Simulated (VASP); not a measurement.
# BaFe2Se2O (Pmn2_1) in VASP: single point with PBE+U

Aim: the single point of BaFe2Se2O with PBE+U.

Program: VASP 6.6.1. These are calculated values, not measurements. Logs are shortened: lines on timing, memory, paths and dates and some standing lists are left out, and cuts for length are marked.

### 1 The cell of the first run

The structure is orthorhombic, space group Pmn2_1 (No. 31). Conventional cell: a = 10.120 Å, b = 6.862 Å, c = 4.242 Å, α = 90.00°, β = 90.00°, γ = 90.00°. Ba (site symmetry m) has 2 O at 2.66 Å and 6 Se at 3.44 to 3.50 Å within 3.5 Å. Within 2.7 Å of Fe (site symmetry 1) lie 1 O at 1.93 Å and 3 Se at 2.56 to 2.62 Å. Within 3.5 Å of Se (site symmetry 1) lie 3 Fe at 2.56 to 2.62 Å and 3 Ba at 3.44 to 3.50 Å. O (site symmetry m) has 2 Fe at 1.93 Å and 2 Ba at 2.66 Å within 2.7 Å.

### 2 Single point, PBE+U, collinear spin, ferromagnetic start

INCAR reads:

```
SYSTEM = BaFe2Se2O
PREC = Accurate ; ENCUT = 600
EDIFF = 1E-6 ; ISMEAR = 0
SIGMA = 0.05 ; LREAL = .FALSE.
LASPH = .TRUE. ; NELM = 200
ALGO = Normal ; ISIF = 2
LWAVE = .FALSE. ; LCHARG = .FALSE.
ISPIN = 2 ; MAGMOM = 0 0 3.51 3.51 3.51 3.51 0 0 0 0 0 0
LORBIT = 11 ; LMAXMIX = 4
LDAU = .TRUE. ; LDAUTYPE = 2
LDAUL = -1 2 -1 -1 ; LDAUU = 0 4 0 0
LDAUJ = 0 0 0 0 ; LDAUPRINT = 1
GGA = PE ; NBANDS = 60
GGA_COMPAT = .FALSE. ; KPAR = 4
```

KPOINTS reads:

```
Automatic mesh
0
G
  4 2 4
  0 0 0
```

POSCAR reads:

```
BaFe2Se2O
1.0
    4.2415791947      0.0000000000      0.0000000000
    0.0000000000     10.1204950975      0.0000000000
    0.0000000000      0.0000000000      6.8619614509
Ba Fe Se O
2 4 4 2
Direct
    0.5005430367      0.0000000000      0.4917613633
    0.0005430367      0.5000000000      0.5082386367
    0.4986707537      0.3368665843      0.1279524388
   -0.0013292463      0.8368665843      0.8720475612
    0.4986707537      0.6631334157      0.1279524388
   -0.0013292463      0.1631334157      0.8720475612
    0.5002269795      0.7065566292      0.7606649391
    0.5002269795      0.2934433708      0.7606649391
    0.0002269795      0.2065566292      0.2393350609
    0.0002269795      0.7934433708      0.2393350609
    0.5016614970      0.5000000000      0.2742838205
    0.0016614970      0.0000000000      0.7257161795
```

Potentials or basis: VASP PAW PBE potentials, release 64 (Ba_sv, Fe, Se, O).

On the command line:

```console
cat potpaw_PBE.64/Ba_sv/POTCAR potpaw_PBE.64/Fe/POTCAR potpaw_PBE.64/Se/POTCAR potpaw_PBE.64/O/POTCAR > POTCAR
mpirun -np 4 vasp_std > vasp.out
```

OUTCAR:

```text
SYSTEM = BaFe2Se2O
   PREC = Accurate
   ENCUT = 600
   EDIFF = 1E-6
   ISMEAR = 0
   LREAL = .FALSE.
   LASPH = .TRUE.
   NELM = 200
   ISIF = 2
   ISPIN = 2
   LORBIT = 11
   GGA = PE

 ion  position               nearest neighbor table
   1  0.501  0.000  0.492-  12 2.66  12 2.66  10 3.44   9 3.44   9 3.45  10 3.45   8 3.50   7 3.50
                             6 3.74   4 3.74   4 3.75   6 3.75
   2  0.001  0.500  0.508-  11 2.66  11 2.66   8 3.44   7 3.44   7 3.45   8 3.45  10 3.50   9 3.50
                             5 3.74   3 3.74   3 3.75   5 3.75
   3  0.499  0.337  0.128-  11 1.93   8 2.56   9 2.61   9 2.62   2 3.74   2 3.75
   4  0.999  0.837  0.872-  12 1.93  10 2.56   7 2.61   7 2.62   1 3.74   1 3.75
   5  0.499  0.663  0.128-  11 1.93   7 2.56  10 2.61  10 2.62   2 3.74   2 3.75
   6  0.999  0.163  0.872-  12 1.93   9 2.56   8 2.61   8 2.62   1 3.74   1 3.75
   7  0.500  0.707  0.761-   5 2.56   4 2.61   4 2.62   2 3.44   2 3.45   1 3.50
   8  0.500  0.293  0.761-   3 2.56   6 2.61   6 2.62   2 3.44   2 3.45   1 3.50
   9  0.000  0.207  0.239-   6 2.56   3 2.61   3 2.62   1 3.44   1 3.45   2 3.50
  10  0.000  0.793  0.239-   4 2.56   5 2.61   5 2.62   1 3.44   1 3.45   2 3.50
  11  0.502  0.500  0.274-   3 1.93   5 1.93   2 2.66   2 2.66
  12  0.002  0.000  0.726-   4 1.93   6 1.93   1 2.66   1 2.66

  LATTYP: Found a simple orthorhombic cell.
 ALAT       =     4.2415791947
 B/A-ratio  =     1.6177845882
 C/A-ratio  =     2.3860205440

  Lattice vectors:

 A1 = (  -4.2415791947,   0.0000000000,   0.0000000000)
 A2 = (   0.0000000000,   0.0000000000,   6.8619614509)
 A3 = (   0.0000000000,  10.1204950975,   0.0000000000)

Analysis of symmetry for initial positions (statically):
=====================================================================
 Subroutine PRICEL returns:
 Original cell was already a primitive cell.

 Routine SETGRP: Setting up the symmetry group for a
 simple orthorhombic supercell.

 Subroutine GETGRP returns: Found  4 space group operations
 (whereof  2 operations were pure point group operations)
 out of a pool of  8 trial point group operations.

The static configuration has the point symmetry C_1h.
 The point group associated with its full space group is C_2v.

Analysis of symmetry for dynamics (positions and initial velocities):
=====================================================================
 Subroutine PRICEL returns:
 Original cell was already a primitive cell.

 Routine SETGRP: Setting up the symmetry group for a
 simple orthorhombic supercell.

 Subroutine GETGRP returns: Found  4 space group operations
 (whereof  2 operations were pure point group operations)
 out of a pool of  8 trial point group operations.

The dynamic configuration has the point symmetry C_1h.
 The point group associated with its full space group is C_2v.

Analysis of structural, dynamic, and magnetic symmetry:
=====================================================================
 Subroutine PRICEL returns:
 Original cell was already a primitive cell.

 Routine SETGRP: Setting up the symmetry group for a
 simple orthorhombic supercell.

 Subroutine GETGRP returns: Found  4 space group operations
 (whereof  2 operations were pure point group operations)
 out of a pool of  8 trial point group operations.

The overall configuration has the point symmetry C_1h.
 The point group associated with its full space group is C_2v.

 Subroutine INISYM returns: Found  4 space group operations
 (whereof  2 operations are pure point group operations),
 and found     1 'primitive' translations

----------------------------------------------------------------------------------------

                                     Primitive cell

  volume of cell :     294.5626

  direct lattice vectors                    reciprocal lattice vectors
     4.241579195  0.000000000  0.000000000     0.235761247  0.000000000  0.000000000
     0.000000000 10.120495097  0.000000000     0.000000000  0.098809395  0.000000000
     0.000000000  0.000000000  6.861961451     0.000000000  0.000000000  0.145730927

  length of vectors
     4.241579195 10.120495097  6.861961451     0.235761247  0.098809395  0.145730927

  position of ions in fractional coordinates (direct lattice)
     0.500543037  0.000000000  0.491761363
     0.000543037  0.500000000  0.508238637
     0.498670754  0.336866584  0.127952439
     0.998670754  0.836866584  0.872047561
     0.498670754  0.663133416  0.127952439
[... 101 lines left out ...]
   EFERMI =   0.00;   METHOD = LEGACY
   ISMEAR =     0;   SIGMA  =   0.05  broadening in eV -4-tet -1-fermi 0-gaus
   EFERMI_NEDOS =   21; number of points for ismear=-14 and -15
   IALGO  =     38    algorithm
   IMIX   =      4    mixing-type and parameters
     AMIX     =   0.40;   BMIX     =  1.00
     AMIX_MAG =   1.60;   BMIX_MAG =  1.00
  volume/ion in A,a.u.               =      24.55       165.65
  Fermi-wavevector in a.u.,A,eV,Ry     =   1.094401  2.068118 16.295885  1.197714
  Thomas-Fermi vector in A             =   2.230705
   LORBIT       =     11    0 simple, 1 ext, 2 COOP (PROOUT), +10 PAW based schemes
 LDA+U is selected, type is set to LDAUTYPE =  2
   angular momentum for each species LDAUL =    -1    2   -1   -1
   U (eV)           for each species LDAUU =   0.0  4.0  0.0  0.0
   J (eV)           for each species LDAUJ =   0.0  0.0  0.0  0.0
   GGA     = PE    functional components
   LHFCALC =     F    Hartree Fock is set to
   AEXX    =    0.0000 exact exchange contribution
   IVDW    =     0    specifies the selected vdW correction
   LEPSILON=     F    determine dielectric tensor
   LRPA    =     F    only Hartree local field effects (RPA)
 spin polarized calculation
 Gauss-broadening in eV      SIGMA  =   0.05
  energy-cutoff  :      600.00
  volume of cell :      294.56
 maximum number of plane-waves:      9868
 NGX is ok and might be reduce to    36
   NGX = 17   NGY = 41   NGZ = 27

atom =   3  type =  2  l = 2

 onsite density matrix

spin component  1
[... 116 lines left out ...]
  o =  0.0252  v =  0.0000  0.0000  0.0000  0.0000  0.0000  0.0005 -0.6177  0.3455 -0.0150 -0.7063      0.0000  0.0000  0.0000  0.0000  0.0000  0.0000  0.0000  0.0000  0.0000  0.0000
  o =  0.0723  v =  0.0000  0.0000  0.0000  0.0000  0.0000  0.9532 -0.0364 -0.1626  0.2467 -0.0522      0.0000  0.0000  0.0000  0.0000  0.0000  0.0000  0.0000  0.0000  0.0000  0.0000
  o =  0.0777  v =  0.0000  0.0000  0.0000  0.0000  0.0000  0.1720  0.2010  0.9236  0.0322  0.2755      0.0000  0.0000  0.0000  0.0000  0.0000  0.0000  0.0000  0.0000  0.0000  0.0000
  o =  0.1361  v =  0.0000  0.0000  0.0000  0.0000  0.0000 -0.0000 -0.7595 -0.0288  0.0066  0.6499      0.0000  0.0000  0.0000  0.0000  0.0000  0.0000  0.0000  0.0000  0.0000  0.0000
  o =  0.9227  v =  0.0000  0.0000  0.0000  0.0000  0.0000  0.2485  0.0018 -0.0162 -0.9684  0.0112      0.0000  0.0000  0.0000  0.0000  0.0000  0.0000  0.0000  0.0000  0.0000  0.0000
  o =  0.9556  v = -0.1304  0.0057  0.0048  0.9914 -0.0020  0.0000  0.0000  0.0000  0.0000  0.0000      0.0000  0.0000  0.0000  0.0000  0.0000  0.0000  0.0000  0.0000  0.0000  0.0000
  o =  0.9564  v =  0.0020  0.6030 -0.4154  0.0002  0.6810  0.0000  0.0000  0.0000  0.0000  0.0000      0.0000  0.0000  0.0000  0.0000  0.0000  0.0000  0.0000  0.0000  0.0000  0.0000
  o =  0.9716  v =  0.9776 -0.0018 -0.1413  0.1291 -0.0875  0.0000  0.0000  0.0000  0.0000  0.0000      0.0000  0.0000  0.0000  0.0000  0.0000  0.0000  0.0000  0.0000  0.0000  0.0000
  o =  0.9724  v = -0.1648  0.0458 -0.8226 -0.0191 -0.5419  0.0000  0.0000  0.0000  0.0000  0.0000      0.0000  0.0000  0.0000  0.0000  0.0000  0.0000  0.0000  0.0000  0.0000  0.0000
  o =  0.9794  v = -0.0111 -0.7964 -0.3615  0.0058  0.4847  0.0000  0.0000  0.0000  0.0000  0.0000      0.0000  0.0000  0.0000  0.0000  0.0000  0.0000  0.0000  0.0000  0.0000  0.0000

 number of electron      88.0000016 magnetization      16.0000153

 Free energy of the ion-electron system (eV)
  ---------------------------------------------------
  ext. energy  EPLUGINS =         0.00000000
  ---------------------------------------------------
  free energy    TOTEN  =       -66.72467227 eV

  energy without entropy =      -66.72467227  energy(sigma->0) =      -66.72467227

 E-fermi :   2.7082     XC(G=0):  -8.9578

 val. band max:        2.4532764212   @ k =   0.0000   0.0000   0.0000
 cond. band min:       3.4535742215   @ k =   0.0000   0.0000   0.0000
 fundamental gap:      1.0002978002
 Fermi energy:         2.7081821354

 spin component 1

 k-point     1 :       0.0000    0.0000    0.0000
  band No.  band energies     occupation
      1     -24.8617      1.00000
      2     -24.8588      1.00000
      3     -15.7233      1.00000
      4     -15.7209      1.00000
      5     -10.8990      1.00000
      6     -10.4413      1.00000
[... 1051 lines left out ...]
     55       6.3642      0.00000
     56       6.3642      0.00000
 Fermi energy:         2.7081821354

 spin component 2

 k-point     1 :       0.0000    0.0000    0.0000
  band No.  band energies     occupation
      1     -24.8507      1.00000
      2     -24.8479      1.00000
      3     -15.3492      1.00000
      4     -15.3477      1.00000
      5     -10.8251      1.00000
      6     -10.3485      1.00000
[... 1051 lines left out ...]
     55       6.9448      0.00000
     56       6.9448      0.00000
 [bands above 56 left out]

------------------------ aborting loop because EDIFF is reached ----------------------------------------

  FORCE on cell =-STRESS in cart. coord.  units (eV):
  Direction    XX          YY          ZZ          XY          YZ          ZX
  --------------------------------------------------------------------------------------
  -------------------------------------------------------------------------------------
  Total        0.5583469      0.4947073     -0.3799100      0.0000000      0.0000000      0.0000000
  in kB        3.0369459      2.6907992     -2.0663965      0.0000000      0.0000000      0.0000000
  external PRESSURE =       1.2204496 kB  Pullay stress =       0.0000000 kB

 VOLUME and BASIS-vectors are now :
 -----------------------------------------------------------------------------
  energy-cutoff  :      600.00
  volume of cell :      294.56
      direct lattice vectors                 reciprocal lattice vectors
     4.241579195  0.000000000  0.000000000     0.235761247  0.000000000  0.000000000
     0.000000000 10.120495097  0.000000000     0.000000000  0.098809395  0.000000000
     0.000000000  0.000000000  6.861961451     0.000000000  0.000000000  0.145730927

 POSITION                                       TOTAL-FORCE (eV/Angst)
 -----------------------------------------------------------------------------------
      2.12309      0.00000      3.37445         0.001964      0.000000     -0.079057
      0.00230      5.06025      3.48751         0.001964      0.000000      0.079057
      2.11515      3.40926      0.87800         0.024944     -0.119210      0.275919
      4.23594      8.46950      5.98396         0.024944     -0.119210     -0.275919
      2.11515      6.71124      0.87800         0.024944      0.119210      0.275919
      4.23594      1.65099      5.98396         0.024944      0.119210     -0.275919
      2.12175      7.15070      5.21965        -0.010926     -0.036485      0.089158
      2.12175      2.96979      5.21965        -0.010926      0.036485      0.089158
      0.00096      2.09046      1.64231        -0.010926     -0.036485     -0.089158
      0.00096      8.03004      1.64231        -0.010926      0.036485     -0.089158
      2.12784      5.06025      1.88213        -0.029998      0.000000     -0.485245
      0.00705      0.00000      4.97984        -0.029998      0.000000      0.485245
 -----------------------------------------------------------------------------------
    total drift:                               -0.000256      0.000000     -0.000004

  FREE ENERGIE OF THE ION-ELECTRON SYSTEM (eV)
  ---------------------------------------------------
  free  energy   TOTEN  =       -66.7246722715 eV

  energy  without entropy=      -66.7246722715  energy(sigma->0) =      -66.72467227

 total charge

# of ion       s       p       d       tot
------------------------------------------
    1        2.004   5.616   0.265   7.885
    2        2.004   5.616   0.265   7.885
    3        0.342   0.354   6.050   6.747
    4        0.342   0.354   6.050   6.747
    5        0.342   0.354   6.050   6.747
    6        0.342   0.354   6.050   6.747
    7        1.437   2.434   0.018   3.888
    8        1.437   2.434   0.018   3.888
    9        1.437   2.434   0.018   3.888
   10        1.437   2.434   0.018   3.888
   11        1.554   3.456   0.000   5.010
   12        1.554   3.456   0.000   5.010
--------------------------------------------------
tot         14.233  29.296  24.800  68.329

 magnetization (x)

# of ion       s       p       d       tot
------------------------------------------
    1        0.002   0.002   0.013   0.017
    2        0.002   0.002   0.013   0.017
    3        0.037   0.041   3.597   3.676
    4        0.037   0.041   3.597   3.676
    5        0.037   0.041   3.597   3.676
    6        0.037   0.041   3.597   3.676
    7        0.006   0.057   0.003   0.065
    8        0.006   0.057   0.003   0.065
    9        0.006   0.057   0.003   0.065
   10        0.006   0.057   0.003   0.065
   11        0.005   0.133   0.000   0.138
   12        0.005   0.133   0.000   0.138
--------------------------------------------------
tot          0.187   0.664  14.424  15.275
```

It took 12 min on 4 MPI ranks of Intel Xeon Platinum 8559C (Emerald Rapids), shared host; peak memory 0.97 GiB.

What came out:

| Property | Result |
| --- | --- |
| Free energy | -66.7247 eV |
| Pressure | 0.1 GPa |
| Largest force | 0.486 eV/Å |
| Band gap on the k mesh | 1.00 eV |
| Net moment | 16.00 μB per cell |
| Site moments | Ba +0.02; Fe +3.68; Se +0.07; O +0.14 μB |
| Valence electrons inside the program's atomic spheres | Ba 7.88; Fe 6.75; Se 3.89; O 5.01 |

Forces in eV/Å, atoms in the order of the input:
```
Ba   0.002  0.000 -0.079
Ba   0.002  0.000  0.079
Fe   0.025 -0.119  0.276
Fe   0.025 -0.119 -0.276
Fe   0.025  0.119  0.276
Fe   0.025  0.119 -0.276
Se  -0.011 -0.036  0.089
Se  -0.011  0.036  0.089
Se  -0.011 -0.036 -0.089
Se  -0.011  0.036 -0.089
O   -0.030  0.000 -0.485
O   -0.030  0.000  0.485
```

Levels at points of the mesh, in eV from the valence-band top:
Spin up:
| k point | band 50 | band 51 | band 52 | band 53 | band 54 | band 55 |
| --- | --- | --- | --- | --- | --- | --- |
| (0.00, 0.00, 0.00) | -0.54 | -0.45 | -0.44 | 1.49 | 2.35 | 2.85 |
| (0.50, 0.00, 0.00) | -1.60 | -1.38 | -1.38 | 2.82 | 2.82 | 3.93 |
| (0.00, 0.50, 0.00) | -0.63 | -0.50 | -0.50 | 2.34 | 2.34 | 2.58 |
| (0.50, 0.50, 0.00) | -1.61 | -1.17 | -1.17 | 3.29 | 3.29 | 3.37 |
| (0.00, 0.00, 0.50) | -0.82 | -0.77 | -0.73 | 2.22 | 2.74 | 2.98 |
| (0.50, 0.00, 0.50) | -1.31 | -1.27 | -1.27 | 3.06 | 3.06 | 3.36 |
| (0.00, 0.50, 0.50) | -1.00 | -0.79 | -0.79 | 2.62 | 2.62 | 2.96 |
| (0.50, 0.50, 0.50) | -1.40 | -1.24 | -1.24 | 2.89 | 2.89 | 3.91 |
Spin down:
```
           k point  band 32  band 33  band 34  band 35  band 36  band 37  band 38  band 39  band 40  band 41
(0.00, 0.00, 0.00)    -1.71    -1.64    -1.62    -0.01     0.00     1.00     1.35     1.63     1.77     1.87
(0.50, 0.00, 0.00)    -2.29    -1.38    -1.38    -1.12    -1.12     1.47     1.47     1.63     1.63     1.92
(0.00, 0.50, 0.00)    -1.71    -1.64    -1.64    -0.01    -0.01     1.39     1.39     1.63     1.63     1.86
(0.50, 0.50, 0.00)    -2.05    -1.33    -1.33    -1.15    -1.15     1.47     1.47     1.56     1.56     1.92
(0.00, 0.00, 0.50)    -1.69    -1.69    -1.59    -0.14    -0.02     1.11     1.53     1.69     1.75     1.85
(0.50, 0.00, 0.50)    -2.07    -1.56    -1.56    -1.15    -1.15     1.41     1.41     1.63     1.63     1.85
(0.00, 0.50, 0.50)    -1.93    -1.69    -1.69    -0.08    -0.08     1.20     1.20     1.66     1.66     2.05
(0.50, 0.50, 0.50)    -1.98    -1.42    -1.42    -1.32    -1.32     1.37     1.37     1.67     1.67     1.85
```

Eigenvalues of the final occupation matrices:
```csv
site,spin,trace,eigenvalues
site 3 d,1,4.84,0.96 0.96 0.97 0.97 0.98
site 3 d,2,1.23,0.03 0.07 0.08 0.14 0.92
site 4 d,1,4.84,0.96 0.96 0.97 0.97 0.98
site 4 d,2,1.23,0.03 0.07 0.08 0.14 0.92
site 5 d,1,4.84,0.96 0.96 0.97 0.97 0.98
site 5 d,2,1.23,0.03 0.07 0.08 0.14 0.92
site 6 d,1,4.84,0.96 0.96 0.97 0.97 0.98
site 6 d,2,1.23,0.03 0.07 0.08 0.14 0.92
```

Caveat: spin-orbit coupling is left out, which moves the levels of the heavy elements; only a ferromagnetic start was run, and an antiferromagnetic order may lie lower in energy. A k mesh can miss the band edges.
